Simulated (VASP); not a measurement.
# CdSe (rocksalt type) (Fm-3m) in VASP: further runs, part 2 of 2

VASP 6.6.1. Earlier steps stand in the parts before.

## Step 3: Single point, PBE (volume scaled by 1.06)

The input, INCAR:

```
PREC = Accurate
ENCUT = 520
EDIFF = 1E-7
ISMEAR = -1
SIGMA = 0.03
LREAL = F
LASPH = T
NELM = 80
ALGO = Normal
ISIF = 2
LWAVE = F
LCHARG = T
GGA = PE
LELF = T
LVHAR = T
NBANDS = 16
```

The input, KPOINTS:

```
Automatic mesh
0
Gamma
  12 12 12
```

The input, POSCAR:

```
CdSe
1.0
    0.0000000000      2.9253396120      2.9253396120
    2.9253396120      0.0000000000      2.9253396120
    2.9253396120      2.9253396120      0.0000000000
Cd Se
1 1
Direct
    0.0000000000      0.0000000000      0.0000000000
    0.5000000000      0.5000000000      0.5000000000
```

Potentials or basis: VASP PAW PBE potentials, release 64 (Cd, Se).

Started as:

```sh
$ cat potpaw_PBE.64/Cd/POTCAR potpaw_PBE.64/Se/POTCAR > POTCAR
$ mpirun -np 1 vasp_std > vasp.out
```

OUTCAR:

```text
PREC = Accurate
   ENCUT = 520
   EDIFF = 1E-7
   ISMEAR = -1
   LREAL = F
   LASPH = T
   NELM = 80
   ISIF = 2
   GGA = PE

 ion  position               nearest neighbor table
   1  0.000  0.000  0.000-   2 2.93   2 2.93   2 2.93   2 2.93   2 2.93   2 2.93
   2  0.500  0.500  0.500-   1 2.93   1 2.93   1 2.93   1 2.93   1 2.93   1 2.93

  LATTYP: Found a face centered cubic cell.
 ALAT       =     5.8506792240

  Lattice vectors:

 A1 = (   0.0000000000,   2.9253396120,   2.9253396120)
 A2 = (   2.9253396120,   0.0000000000,   2.9253396120)
 A3 = (   2.9253396120,   2.9253396120,   0.0000000000)

Analysis of symmetry for initial positions (statically):
=====================================================================
 Subroutine PRICEL returns:
 Original cell was already a primitive cell.

 Routine SETGRP: Setting up the symmetry group for a
 face centered cubic supercell.

 Subroutine GETGRP returns: Found 48 space group operations
 (whereof 48 operations were pure point group operations)
 out of a pool of 48 trial point group operations.

The static configuration has the point symmetry O_h .

Analysis of symmetry for dynamics (positions and initial velocities):
=====================================================================
 Subroutine PRICEL returns:
 Original cell was already a primitive cell.

 Routine SETGRP: Setting up the symmetry group for a
 face centered cubic supercell.

 Subroutine GETGRP returns: Found 48 space group operations
 (whereof 48 operations were pure point group operations)
 out of a pool of 48 trial point group operations.

The dynamic configuration has the point symmetry O_h .

 Subroutine INISYM returns: Found 48 space group operations
 (whereof 48 operations are pure point group operations),
 and found     1 'primitive' translations

[... 105 lines left out ...]
   NELECT =      18.0000    total number of electrons
   NUPDOWN=      -1.0000    fix difference up-down
   EMIN   =  10.00;   EMAX   =-10.00  energy-range for DOS
   EFERMI =   0.00;   METHOD = LEGACY
   ISMEAR =    -1;   SIGMA  =   0.03  broadening in eV -4-tet -1-fermi 0-gaus
   EFERMI_NEDOS =   21; number of points for ismear=-14 and -15
   IALGO  =     38    algorithm
   IMIX   =      4    mixing-type and parameters
     AMIX     =   0.40;   BMIX     =  1.00
     AMIX_MAG =   1.60;   BMIX_MAG =  1.00
  volume/ion in A,a.u.               =      25.03       168.94
  Fermi-wavevector in a.u.,A,eV,Ry     =   1.164071  2.199775 18.436720  1.355061
  Thomas-Fermi vector in A             =   2.300613
   LORBIT       =      0    0 simple, 1 ext, 2 COOP (PROOUT), +10 PAW based schemes
   GGA     = PE    functional components
   LHFCALC =     F    Hartree Fock is set to
   AEXX    =    0.0000 exact exchange contribution
   IVDW    =     0    specifies the selected vdW correction
   LEPSILON=     F    determine dielectric tensor
   LRPA    =     F    only Hartree local field effects (RPA)
 non-spin polarized calculation
  energy-cutoff  :      520.00
  volume of cell :       50.07
 maximum number of plane-waves:      1363
   NGX = 15   NGY = 15   NGZ = 15

 number of electron      18.0000007 magnetization

 Free energy of the ion-electron system (eV)
  ---------------------------------------------------
  ext. energy  EPLUGINS =         0.00000000
  ---------------------------------------------------
  free energy    TOTEN  =        -5.18002854 eV

  energy without entropy =       -5.17787853  energy(sigma->0) =       -5.17895354

 E-fermi :   1.8219     XC(G=0):  -9.7482

 val. band max:        1.7925997253   @ k =  -0.2500   0.1667   0.0000
 cond. band min:       1.8479318920   @ k =   0.5000   0.4167   0.0000
 fundamental gap:      0.0553321667
 Fermi energy:         1.8218770693

 k-point     1 :       0.0000    0.0000    0.0000
  band No.  band energies     occupation
      1     -10.7731      2.00000
      2      -6.0169      2.00000
      3      -6.0169      2.00000
      4      -6.0027      2.00000
      5      -6.0027      2.00000
      6      -6.0027      2.00000
[... 433 lines left out ...]
      3      -6.0950      2.00000
      4      -6.0391      2.00000
      5      -5.8884      2.00000
      6      -5.8652      2.00000
[... 8 lines left out ...]
     15      13.6233      0.00000
     16      13.8473      0.00000

 [... further k-points ...]
[... 5 lines left out ...]
  --------------------------------------------------------------------------------------
  -------------------------------------------------------------------------------------
  Total       -0.8771165     -0.8771165     -0.8771165      0.0000000      0.0000000     -0.0000000
  in kB      -28.0678396    -28.0678396    -28.0678396      0.0000000      0.0000000     -0.0000000
  external PRESSURE =     -28.0678396 kB  Pullay stress =       0.0000000 kB

 VOLUME and BASIS-vectors are now :
 -----------------------------------------------------------------------------
  energy-cutoff  :      520.00
  volume of cell :       50.07
      direct lattice vectors                 reciprocal lattice vectors
     0.000000000  2.925339612  2.925339612    -0.170920326  0.170920326  0.170920326
     2.925339612  0.000000000  2.925339612     0.170920326 -0.170920326  0.170920326
     2.925339612  2.925339612  0.000000000     0.170920326  0.170920326 -0.170920326

 POSITION                                       TOTAL-FORCE (eV/Angst)
 -----------------------------------------------------------------------------------
      0.00000      0.00000      0.00000         0.000000     -0.000000     -0.000000
      2.92534      2.92534      2.92534        -0.000000      0.000000      0.000000
 -----------------------------------------------------------------------------------
    total drift:                                0.000000     -0.000000     -0.000000

  FREE ENERGIE OF THE ION-ELECTRON SYSTEM (eV)
  ---------------------------------------------------
  free  energy   TOTEN  =        -5.1800285431 eV

  energy  without entropy=       -5.1778785281  energy(sigma->0) =       -5.17895354
```

OSZICAR:

```text
N       E                     dE             d eps       ncg     rms          rms(c)
DAV:   1     0.106445921538E+03    0.10645E+03   -0.89377E+03  2344   0.103E+03
DAV:   2    -0.176294363251E+01   -0.10821E+03   -0.10134E+03  2784   0.249E+02
DAV:   3    -0.561563568206E+01   -0.38527E+01   -0.38439E+01  2808   0.488E+01
DAV:   4    -0.562843726404E+01   -0.12802E-01   -0.12801E-01  2800   0.278E+00
DAV:   5    -0.562849872608E+01   -0.61462E-04   -0.61462E-04  2864   0.170E-01    0.475E+00
DAV:   6    -0.520551779688E+01    0.42298E+00   -0.64318E-01  2984   0.864E+00    0.415E+00
DAV:   7    -0.518079313153E+01    0.24725E-01   -0.11695E-01  2688   0.239E+00    0.195E+00
DAV:   8    -0.518012381821E+01    0.66931E-03   -0.12058E-02  2680   0.130E+00    0.255E-01
DAV:   9    -0.518003602904E+01    0.87789E-04   -0.17282E-03  2816   0.463E-01    0.664E-02
DAV:  10    -0.518001705960E+01    0.18969E-04   -0.26612E-04  2824   0.181E-01    0.341E-02
DAV:  11    -0.518002917257E+01   -0.12113E-04   -0.44087E-05  2600   0.567E-02    0.987E-03
DAV:  12    -0.518002877221E+01    0.40036E-06   -0.28368E-06  2672   0.914E-03    0.318E-03
DAV:  13    -0.518002850103E+01    0.27118E-06   -0.36883E-07  2888   0.490E-03    0.279E-03
DAV:  14    -0.518002854305E+01   -0.42022E-07   -0.60790E-08  1512   0.233E-03
   1 F= -.51800285E+01 E0= -.51789535E+01  d E =-.215001E-02
```

Wall time 44 s (1 thread of Intel Xeon Platinum 8259CL at 2.50GHz (Skylake/Cascade Lake), shared host); peak memory 0.21 GiB.

What came out:

| Quantity | Value |
| --- | --- |
| Free energy | -5.1800 eV |
| Pressure | -2.8 GPa |
| Band gap on the k mesh | zero (band 9 reaches 1.79 eV, above the bottom of band 10 at 1.37 eV) |

Caveat: the cell differs from its parent crystal (volume scaled by 1.06).

## Step 4: Relaxation of cell and atoms, PBE

This run uses another cell than the first one, of 19.45 Å³/atom, 0.800 times its volume.

The input, INCAR:

```
SYSTEM = CdSe
PREC     = Accurate       ! precision mode
ENCUT    = 600            ! plane-wave cutoff, eV
EDIFF    = 1E-7           ! SCF threshold, eV
ISMEAR   = -1             ! smearing method
SIGMA    = 0.03           ! smearing width, eV
LREAL    = .False.        ! projectors in reciprocal space
LASPH    = .True.         ! aspherical terms in the spheres
NELM     = 60             ! most SCF steps
ALGO     = Normal         ! electronic algorithm
ISIF     = 3              ! what is computed and relaxed
LWAVE    = .False.        ! write WAVECAR
LCHARG   = .False.        ! write CHGCAR
GGA      = PE             ! functional
IBRION   = 2              ! ionic algorithm
NSW      = 100            ! ionic steps
EDIFFG   = -0.005         ! ionic threshold
```

The input, KPOINTS:

```
Automatic mesh
0
Gamma
  12 12 12
  0 0 0
```

The input, POSCAR:

```
CdSe
1.0
    0.0000000000      2.6892810254      2.6892810254
    2.6892810254      0.0000000000      2.6892810254
    2.6892810254      2.6892810254      0.0000000000
Cd Se
1 1
Direct
    0.0000000000      0.0000000000      0.0000000000
    0.5000000000      0.5000000000      0.5000000000
```

Started as:

```sh
$ cat potpaw_PBE.64/Cd/POTCAR potpaw_PBE.64/Se/POTCAR > POTCAR
$ mpirun -np 1 vasp_std > vasp.out
```

It took 2.2 min on 1 thread of Intel Xeon Platinum 8259CL at 2.50GHz (Skylake/Cascade Lake), shared host; peak memory 0.21 GiB.

The run converged. Its results:

| Item | Value |
| --- | --- |
| Free energy | -5.2017 eV |
| Relaxed volume | 23.72 Å³/atom |
| Relaxed cell | a = 4.064 Å, b = 4.064 Å, c = 4.064 Å, α = 60.00°, β = 60.00°, γ = 60.00° |
| Space group after relaxing (to 0.05 Å) | Fm-3m (No. 225) |
| Energy gained by relaxing | 212.3 meV/atom |
| Ionic steps | 5 |
| Pressure after relaxing | 0.0 GPa |
| Band gap on the k mesh | zero (band 9 reaches 2.25 eV, above the bottom of band 10 at 1.82 eV) |

The path:
```
step  energy change (eV)  largest force (eV/Å)  pressure (GPa)  volume (Å³)
   1              0.0000                0.0000           19.28        38.90
   2             -0.3069                0.0000           -5.45        53.62
   3             -0.4246                0.0000            0.06        47.42
   4             -0.4246                0.0000           -0.16        47.60
   5             -0.4246                0.0000            0.02        47.45
```

Final structure:
```
Cd Se
1.0
     0.00000    2.87342    2.87342
     2.87342    0.00000    2.87342
     2.87342    2.87342    0.00000
Cd Se
1 1
Direct
  0.00000 0.00000 0.00000
  0.50000 0.50000 0.50000
```

Levels at points of the mesh, in eV from the Fermi level:
```
           k point  band 6  band 7  band 8  band 9  band 10  band 11  band 12  band 13
(0.00, 0.00, 0.00)   -7.91   -0.62   -0.62   -0.62     0.07     8.63     8.63     8.63
(0.50, 0.00, 0.00)   -7.78   -4.94   -0.06   -0.06     3.01     5.26     5.26     5.90
(0.50, 0.50, 0.00)   -7.25   -4.09   -2.06   -2.06    -0.46     5.46     9.70    10.29
```

Caveat: the volume moved by over 15 % at a fixed basis, so the end points are rough.

## Step 5: The runs side by side

| task | cell | cutoff (eV) | gap on the mesh (eV) | pressure (GPa) |
| --- | --- | --- | --- | --- |
| single point | a = 4.098 Å, angles 60.0°, 2 atoms | 520 | none | -1.4 |
| single point | a = 4.137 Å, angles 60.0°, 2 atoms | 520 | none | -2.8 |
| relaxation of cell and atoms | relaxed from a = 3.803 Å, angles 60.0°, 2 atoms | 600 | none | 0.0 |

Alike in all rows: level PBE; potentials or basis VASP PAW PBE potentials, release 64 (Cd, Se); no spin polarisation; k mesh 12 × 12 × 12; smearing fermi-dirac 0.03 eV.

Caveats: the volume moved by over 15 % at a fixed basis, so the end points are rough (some runs).

Total energies depend on the potentials used, so only differences within one code and one set of settings carry meaning.
